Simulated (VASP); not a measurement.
# SnSe (Fm-3m) in VASP: notebook

The runs below take SnSe through single point, with r2SCAN.

All numbers are computed with VASP 6.6.1; they aren't measurements. Logs are shortened: lines on timing, memory, paths and dates and some standing lists are left out, and cuts for length are marked.

## 1. The cell of the first run

Symmetry: Fm-3m, No. 225, cubic system. Conventional cell: a = 6.015 Å, b = 6.015 Å, c = 6.015 Å, α = 90.00°, β = 90.00°, γ = 90.00°. Within 4.0 Å of Sn (site symmetry m-3m) lie 6 Se at 3.01 Å. Within 4.0 Å of Se (site symmetry m-3m) lie 6 Sn at 3.01 Å.

## 2. Single point, r2SCAN

POSCAR

```
SnSe
1.0
    0.0000000000      3.0076432500      3.0076432500
    3.0076432500      0.0000000000      3.0076432500
    3.0076432500      3.0076432500      0.0000000000
Sn Se
1 1
Direct
    0.0000000000      0.0000000000      0.0000000000
    0.5000000000      0.5000000000      0.5000000000
```

INCAR.step1

```
SYSTEM = SnSe
ALGO = Normal ; EDIFF = 1E-4
ENCUT = 520 ; GGA = PE
ISMEAR = -1 ; LASPH = .True.
LCHARG = .False. ; LREAL = .False.
LWAVE = .True. ; NBANDS = 17
NELM = 100 ; PREC = Accurate
SIGMA = 0.02
```

INCAR.step2

```
SYSTEM = SnSe
ALGO = Normal ; EDIFF = 1E-7
ENCUT = 520 ; ISIF = 2
ISMEAR = -1 ; ISTART = 1
LASPH = .True. ; LCHARG = .False.
LMIXTAU = .True. ; LREAL = .False.
LWAVE = .False. ; METAGGA = R2SCAN
NBANDS = 17 ; NELM = 100
PREC = Accurate ; SIGMA = 0.02
```

KPOINTS

```
k-points
0
Gamma
  8 8 8
  0 0 0
```

Potentials or basis: VASP PAW PBE potentials, release 64 (Sn_d, Se).

Started as:

```sh
$ cat potpaw_PBE.64/Sn_d/POTCAR potpaw_PBE.64/Se/POTCAR > POTCAR
$ cp INCAR.step1 INCAR
$ mpirun -np 1 vasp_std > vasp.out
$ cp INCAR.step2 INCAR
$ mpirun -np 1 vasp_std > vasp.out
```

OUTCAR:

```text
SYSTEM = SnSe
   EDIFF = 1E-7
   ENCUT = 520
   ISIF = 2
   ISMEAR = -1
   ISTART = 1
   LASPH = .True.
   LREAL = .False.
   METAGGA = R2SCAN
   NELM = 100
   PREC = Accurate

 ion  position               nearest neighbor table
   1  0.000  0.000  0.000-   2 3.01   2 3.01   2 3.01   2 3.01   2 3.01   2 3.01
   2  0.500  0.500  0.500-   1 3.01   1 3.01   1 3.01   1 3.01   1 3.01   1 3.01

  LATTYP: Found a face centered cubic cell.
 ALAT       =     6.0152865000

  Lattice vectors:

 A1 = (   0.0000000000,   3.0076432500,   3.0076432500)
 A2 = (   3.0076432500,   0.0000000000,   3.0076432500)
 A3 = (   3.0076432500,   3.0076432500,   0.0000000000)

Analysis of symmetry for initial positions (statically):
=====================================================================
 Subroutine PRICEL returns:
 Original cell was already a primitive cell.

 Routine SETGRP: Setting up the symmetry group for a
 face centered cubic supercell.

 Subroutine GETGRP returns: Found 48 space group operations
 (whereof 48 operations were pure point group operations)
 out of a pool of 48 trial point group operations.

The static configuration has the point symmetry O_h .

Analysis of symmetry for dynamics (positions and initial velocities):
=====================================================================
 Subroutine PRICEL returns:
 Original cell was already a primitive cell.

 Routine SETGRP: Setting up the symmetry group for a
 face centered cubic supercell.

 Subroutine GETGRP returns: Found 48 space group operations
 (whereof 48 operations were pure point group operations)
 out of a pool of 48 trial point group operations.

The dynamic configuration has the point symmetry O_h .

 Subroutine INISYM returns: Found 48 space group operations
 (whereof 48 operations are pure point group operations),
 and found     1 'primitive' translations

----------------------------------------------------------------------------------------

                                     Primitive cell

  volume of cell :      54.4138

  direct lattice vectors                    reciprocal lattice vectors
     0.000000000  3.007643250  3.007643250    -0.166243121  0.166243121  0.166243121
     3.007643250  0.000000000  3.007643250     0.166243121 -0.166243121  0.166243121
     3.007643250  3.007643250  0.000000000     0.166243121  0.166243121 -0.166243121

  length of vectors
     4.253449875  4.253449875  4.253449875     0.287941532  0.287941532  0.287941532

  position of ions in fractional coordinates (direct lattice)
     0.000000000  0.000000000  0.000000000
     0.500000000  0.500000000  0.500000000

  ion indices of the primitive-cell ions
   primitive index   ion index
                 1           1
                 2           2

----------------------------------------------------------------------------------------

 KPOINTS: k-points

Automatic generation of k-mesh.
 Grid dimensions read from file:
 generate k-points for:    8    8    8

 Generating k-lattice:

  Cartesian coordinates                     Fractional coordinates (reciprocal lattice)
    -0.020780390  0.020780390  0.020780390     0.125000000  0.000000000  0.000000000
     0.020780390 -0.020780390  0.020780390     0.000000000  0.125000000  0.000000000
     0.020780390  0.020780390 -0.020780390     0.000000000  0.000000000  0.125000000

  Length of vectors
     0.035992691  0.035992691  0.035992691

  Shift w.r.t. Gamma in fractional coordinates (k-lattice)
     0.000000000  0.000000000  0.000000000

 Subroutine IBZKPT returns following result:
 ===========================================

 Found     29 irreducible k-points:

 Following reciprocal coordinates:
            Coordinates               Weight
  0.000000  0.000000  0.000000      1.000000
  0.125000  0.000000  0.000000      8.000000
  0.250000  0.000000  0.000000      8.000000
  0.375000  0.000000  0.000000      8.000000
  0.500000  0.000000  0.000000      4.000000
  0.125000  0.125000  0.000000      6.000000
[... 16 lines left out ...]
  0.500000  0.250000  0.125000     48.000000
 -0.375000  0.250000  0.125000     24.000000
 [... further k-points ...]
   k-points           NKPTS =     29   k-points in BZ     NKDIM =     29   number of bands    NBANDS=     17
   number of dos      NEDOS =    301   number of ions     NIONS =      2
   total plane-waves  NPLWV =  32768
   dimension x,y,z NGX =    32 NGY =   32 NGZ =   32
   dimension x,y,z NGXF=    64 NGYF=   64 NGZF=   64
   ions per type =               1   1
   NGX,Y,Z   is equivalent  to a cutoff of  12.51, 12.51, 12.51 a.u.
   NGXF,Y,Z  is equivalent  to a cutoff of  25.01, 25.01, 25.01 a.u.
 SYSTEM =  SnSe
   PREC   = accura    normal or accurate (medium, high low for compatibility)
   ISTART =      1    job   : 0-new  1-cont  2-samecut
   ICHARG =      0    charge: 1-file 2-atom 10-const
   ISPIN  =      1    spin polarized calculation?
   LNONCOLLINEAR =      F non collinear calculations
   LSORBIT =      F    spin-orbit coupling
   LASPH  =      T    aspherical Exc in radial PAW
   ENCUT  =  520.0 eV  38.22 Ry    6.18 a.u.   7.91  7.91  7.91*2*pi/ulx,y,z
   NELM   =    100;   NELMIN=  2; NELMDL=  0     # of ELM steps
   EDIFF  = 0.1E-06   stopping-criterion for ELM
   LREAL  =      F    real-space projection
   EDIFFG = 0.1E-05   stopping-criterion for IOM
   NSW    =      0    number of steps for IOM
   IBRION =     -1    ionic relax: 0-MD 1-quasi-New 2-CG
   NFREE  =      0    steps in history (QN), initial steepest desc. (CG)
   ISIF   =      2    stress and relaxation
   ISYM   =      2    0-nonsym 1-usesym 2-fastsym
   POTIM  = 0.5000    time-step for ionic-motion
   TEBEG  =    0.0;   TEEND  =   0.0 temperature during run
   PSTRESS=    0.0 pullay stress
   NELECT =      20.0000    total number of electrons
   NUPDOWN=      -1.0000    fix difference up-down
   EMIN   =  10.00;   EMAX   =-10.00  energy-range for DOS
   EFERMI =   0.00;   METHOD = LEGACY
   ISMEAR =    -1;   SIGMA  =   0.02  broadening in eV -4-tet -1-fermi 0-gaus
   EFERMI_NEDOS =   21; number of points for ismear=-14 and -15
   IALGO  =     38    algorithm
   IMIX   =      4    mixing-type and parameters
     AMIX     =   0.40;   BMIX     =  1.00
     AMIX_MAG =   1.60;   BMIX_MAG =  1.00
  volume/ion in A,a.u.               =      27.21       183.60
  Fermi-wavevector in a.u.,A,eV,Ry     =   1.172686  2.216056 18.710638  1.375193
  Thomas-Fermi vector in A             =   2.309111
   LORBIT       =      0    0 simple, 1 ext, 2 COOP (PROOUT), +10 PAW based schemes
   METAGGA = R2SCAN    functional components
   LHFCALC =     F    Hartree Fock is set to
   AEXX    =    0.0000 exact exchange contribution
   IVDW    =     0    specifies the selected vdW correction
   LEPSILON=     F    determine dielectric tensor
   LRPA    =     F    only Hartree local field effects (RPA)
 non-spin polarized calculation
  energy-cutoff  :      520.00
  volume of cell :       54.41
 maximum number of plane-waves:      1477
   NGX = 15   NGY = 15   NGZ = 15

 number of electron      20.0000006 magnetization

 Free energy of the ion-electron system (eV)
  ---------------------------------------------------
  ext. energy  EPLUGINS =         0.00000000
  ---------------------------------------------------
  free energy    TOTEN  =       -39.87883912 eV

  energy without entropy =      -39.87883905  energy(sigma->0) =      -39.87883909

 E-fermi :   5.9665     XC(G=0): -10.2017

 val. band max:        5.7336293560   @ k =   0.5000   0.0000   0.0000
 cond. band min:       6.1992911784   @ k =   0.5000   0.0000   0.0000
 fundamental gap:      0.4656618224
 Fermi energy:         5.9664513787

 k-point     1 :       0.0000    0.0000    0.0000
  band No.  band energies     occupation
      1     -16.8145      2.00000
      2     -16.8145      2.00000
      3     -16.8121      2.00000
      4     -16.8121      2.00000
      5     -16.8121      2.00000
      6      -9.0071      2.00000
[... 9 lines left out ...]
     16      11.7729      0.00000
     17      14.0520      0.00000

 k-point     2 :       0.1250    0.0000    0.0000
  band No.  band energies     occupation
      1     -16.8155      2.00000
      2     -16.8155      2.00000
      3     -16.8117      2.00000
      4     -16.8104      2.00000
      5     -16.8104      2.00000
      6      -8.8926      2.00000
[... 9 lines left out ...]
     16      12.1532      0.00000
     17      15.1413      0.00000

 k-point     3 :       0.2500    0.0000    0.0000
  band No.  band energies     occupation
      1     -16.8187      2.00000
      2     -16.8186      2.00000
      3     -16.8108      2.00000
      4     -16.8058      2.00000
      5     -16.8058      2.00000
      6      -8.5842      2.00000
[... 9 lines left out ...]
     16      13.1467      0.00000
     17      17.4105      0.00000

 k-point     4 :       0.3750    0.0000    0.0000
  band No.  band energies     occupation
      1     -16.8219      2.00000
      2     -16.8219      2.00000
      3     -16.8099      2.00000
      4     -16.8011      2.00000
      5     -16.8011      2.00000
      6      -8.2116      2.00000
[... 9 lines left out ...]
     16      14.6759      0.00000
     17      17.5597      0.00000
[... 343 lines left out ...]
      1     -16.8261      2.00000
      2     -16.8149      2.00000
      3     -16.8126      2.00000
      4     -16.8034      2.00000
      5     -16.8019      2.00000
      6      -8.3370      2.00000
[... 9 lines left out ...]
     16      15.5120      0.00000
     17      15.5861      0.00000

 k-point    23 :       0.5000    0.2500    0.1250
  band No.  band energies     occupation
      1     -16.8291      2.00000
      2     -16.8171      2.00000
      3     -16.8098      2.00000
      4     -16.8019      2.00000
      5     -16.7993      2.00000
      6      -8.0201      2.00000
[... 9 lines left out ...]
     16      15.7406      0.00000
     17      17.2249      0.00000

 k-point    24 :      -0.3750    0.2500    0.1250
  band No.  band energies     occupation
      1     -16.8300      2.00000
      2     -16.8183      2.00000
      3     -16.8070      2.00000
      4     -16.8032      2.00000
      5     -16.7978      2.00000
      6      -7.8709      2.00000
[... 9 lines left out ...]
     16      16.9306      0.00000
     17      16.9696      0.00000

 [... further k-points ...]

------------------------ aborting loop because EDIFF is reached ----------------------------------------

  FORCE on cell =-STRESS in cart. coord.  units (eV):
  Direction    XX          YY          ZZ          XY          YZ          ZX
  --------------------------------------------------------------------------------------
  -------------------------------------------------------------------------------------
  Total       -0.0030888     -0.0030888     -0.0030888      0.0000000      0.0000000      0.0000000
  in kB       -0.0909467     -0.0909467     -0.0909467      0.0000000      0.0000000      0.0000000
  external PRESSURE =      -0.0909467 kB  Pullay stress =       0.0000000 kB

 VOLUME and BASIS-vectors are now :
 -----------------------------------------------------------------------------
  energy-cutoff  :      520.00
  volume of cell :       54.41
      direct lattice vectors                 reciprocal lattice vectors
     0.000000000  3.007643250  3.007643250    -0.166243121  0.166243121  0.166243121
     3.007643250  0.000000000  3.007643250     0.166243121 -0.166243121  0.166243121
     3.007643250  3.007643250  0.000000000     0.166243121  0.166243121 -0.166243121

 POSITION                                       TOTAL-FORCE (eV/Angst)
 -----------------------------------------------------------------------------------
      0.00000      0.00000      0.00000         0.000000     -0.000000      0.000000
      3.00764      3.00764      3.00764        -0.000000      0.000000     -0.000000
 -----------------------------------------------------------------------------------
    total drift:                                0.000000     -0.000000     -0.000000

  FREE ENERGIE OF THE ION-ELECTRON SYSTEM (eV)
  ---------------------------------------------------
  free  energy   TOTEN  =       -39.8788391241 eV

  energy  without entropy=      -39.8788390546  energy(sigma->0) =      -39.87883909
```

It took 40 s on 1 thread of Intel Xeon 6975P-C (Granite Rapids), shared host; peak memory 0.19 GiB.

Results:

```
Free energy            : -39.8788 eV
Pressure               : 0.0 GPa
Band gap on the k mesh : 0.47 eV
```

Levels at points of the mesh, in eV from the valence-band top:
| k point | band 6 | band 7 | band 8 | band 9 | band 10 | band 11 | band 12 | band 13 | band 14 | band 15 |
| --- | --- | --- | --- | --- | --- | --- | --- | --- | --- | --- |
| (0.00, 0.00, 0.00) | -14.74 | -5.25 | -2.65 | -2.65 | -2.65 | 4.37 | 4.37 | 4.37 | 6.04 | 6.04 |
| (0.50, 0.00, 0.00) | -13.76 | -8.59 | -2.38 | -2.38 | 0.00 | 0.47 | 1.13 | 1.13 | 8.57 | 10.42 |
| (0.50, 0.50, 0.00) | -13.46 | -6.36 | -5.96 | -4.11 | -4.11 | 3.11 | 5.48 | 5.48 | 6.17 | 10.62 |

Caveat: the PAW data sets were made with another functional, which shifts forces and pressure a little; spin-orbit coupling is left out, which moves the levels of the heavy elements. A k mesh can miss the band edges.

## 3. Single point, r2SCAN

This run uses another cell than the first one, of 27.75 Å³/atom.

POSCAR

```
SnSe
1.0
    0.0000000000      3.0275620000      3.0275620000
    3.0275620000      0.0000000000      3.0275620000
    3.0275620000      3.0275620000      0.0000000000
Sn Se
1 1
Direct
    0.0000000000      0.0000000000      0.0000000000
    0.5000000000      0.5000000000      0.5000000000
```

INCAR.step1

```
SYSTEM = SnSe
PREC = Accurate ; ENCUT = 520
ISMEAR = -1 ; SIGMA = 0.02
LREAL = .FALSE. ; LASPH = .TRUE.
NELM = 100 ; NBANDS = 17
GGA = PE ; ALGO = Normal
EDIFF = 1E-4 ; LWAVE = .TRUE.
LCHARG = .FALSE.
```

INCAR.step2

```
SYSTEM = SnSe
PREC = Accurate ; ENCUT = 520
EDIFF = 1E-6 ; ISMEAR = -1
SIGMA = 0.02 ; LREAL = .FALSE.
LASPH = .TRUE. ; NELM = 100
ALGO = Normal ; ISIF = 2
LWAVE = .FALSE. ; LCHARG = .FALSE.
METAGGA = R2SCAN ; LMIXTAU = .TRUE.
NBANDS = 17 ; ISTART = 1
```

KPOINTS

```
regular mesh
0
G
  8 8 8
  0 0 0
```

Potentials or basis: VASP PAW PBE potentials, release 64 (Sn_d, Se).

Started as:

```sh
$ cat potpaw_PBE.64/Sn_d/POTCAR potpaw_PBE.64/Se/POTCAR > POTCAR
$ cp INCAR.step1 INCAR
$ mpirun -np 1 vasp_std > vasp.out
$ cp INCAR.step2 INCAR
$ mpirun -np 1 vasp_std > vasp.out
```

Wall time 34 s (1 thread of Intel Xeon 6975P-C (Granite Rapids), shared host); peak memory 0.19 GiB.

The run converged. Its results:

* Free energy: -39.8756 eV
* Pressure: -1.0 GPa
* Band gap on the k mesh: 0.38 eV

Levels at points of the mesh, in eV from the valence-band top:
```
           k point  band 6  band 7  band 8  band 9  band 10  band 11  band 12  band 13  band 14  band 15
(0.00, 0.00, 0.00)  -14.61   -5.33   -2.60   -2.60    -2.60     4.28     4.28     4.28     6.05     6.05
(0.50, 0.00, 0.00)  -13.68   -8.49   -2.33   -2.33     0.00     0.38     1.14     1.14     8.50    10.32
(0.50, 0.50, 0.00)  -13.39   -6.36   -5.83   -4.03    -4.03     3.16     5.35     5.35     6.02    10.55
```

Caveat: the PAW data sets were made with another functional, which shifts forces and pressure a little; spin-orbit coupling is left out, which moves the levels of the heavy elements. A k mesh can miss the band edges.

## 4. Single point, r2SCAN

This run uses another cell than the first one, of 28.30 Å³/atom.

POSCAR

```
SnSe
1.0
    0.0000000000      3.0472220400      3.0472220400
    3.0472220400      0.0000000000      3.0472220400
    3.0472220400      3.0472220400      0.0000000000
Sn Se
1 1
Direct
    0.0000000000      0.0000000000      0.0000000000
    0.5000000000      0.5000000000      0.5000000000
```

INCAR.step1

```
  ALGO = Normal
  EDIFF = 1E-4
  ENCUT = 520
  GGA = PE
  ISMEAR = -1
  LASPH = T
  LCHARG = F
  LREAL = F
  LWAVE = T
  NBANDS = 17
  NELM = 100
  PREC = Accurate
  SIGMA = 0.02
```

INCAR.step2

```
  ALGO = Normal
  EDIFF = 1E-7
  ENCUT = 520
  ISIF = 2
  ISMEAR = -1
  ISTART = 1
  LASPH = T
  LCHARG = T
  LELF = T
  LMIXTAU = T
  LREAL = F
  LVHAR = T
  LWAVE = F
  METAGGA = R2SCAN
  NBANDS = 17
  NELM = 100
  PREC = Accurate
  SIGMA = 0.02
```

KPOINTS

```
k-points
0
Gamma
  8 8 8
```

Started as:

```sh
$ cat potpaw_PBE.64/Sn_d/POTCAR potpaw_PBE.64/Se/POTCAR > POTCAR
$ cp INCAR.step1 INCAR
$ mpirun -np 1 vasp_std > vasp.out
$ cp INCAR.step2 INCAR
$ mpirun -np 1 vasp_std > vasp.out
```

Run time: 46 s. Hardware: 1 thread of Intel Xeon 6975P-C (Granite Rapids), shared host; peak memory 0.19 GiB.

The run converged. Its results:

```yaml
Free_energy: -39.8658 eV
Pressure: -1.9 GPa
Band_gap_on_the_k_mesh: 0.29 eV
```

Levels at points of the mesh, in eV from the valence-band top:
| k point | band 8 | band 9 | band 10 | band 11 | band 12 | band 13 |
| --- | --- | --- | --- | --- | --- | --- |
| (0.00, 0.00, 0.00) | -2.55 | -2.55 | -2.55 | 4.19 | 4.19 | 4.19 |
| (0.50, 0.00, 0.00) | -2.29 | -2.29 | 0.00 | 0.29 | 1.14 | 1.14 |
| (0.50, 0.50, 0.00) | -5.71 | -3.94 | -3.94 | 3.22 | 5.23 | 5.23 |

Caveat: the PAW data sets were made with another functional, which shifts forces and pressure a little; spin-orbit coupling is left out, which moves the levels of the heavy elements. A k mesh can miss the band edges.

## 5. Overview

```tsv
cell	gap on the mesh (eV)	pressure (GPa)
a = 4.253 Å, angles 60.0°, 2 atoms	0.47	0.0
a = 4.282 Å, angles 60.0°, 2 atoms	0.38	-1.0
a = 4.309 Å, angles 60.0°, 2 atoms	0.29	-1.9
```

Alike in all rows: task single point; level r2SCAN; potentials or basis VASP PAW PBE potentials, release 64 (Sn_d, Se); no spin polarisation; k mesh 8 × 8 × 8; cutoff (eV) 520; smearing fermi-dirac 0.02 eV.

Caveats: the PAW data sets were made with another functional, which shifts forces and pressure a little; spin-orbit coupling is left out, which moves the levels of the heavy elements.

Total energies depend on the potentials used, so only differences within one code and one set of settings carry meaning.
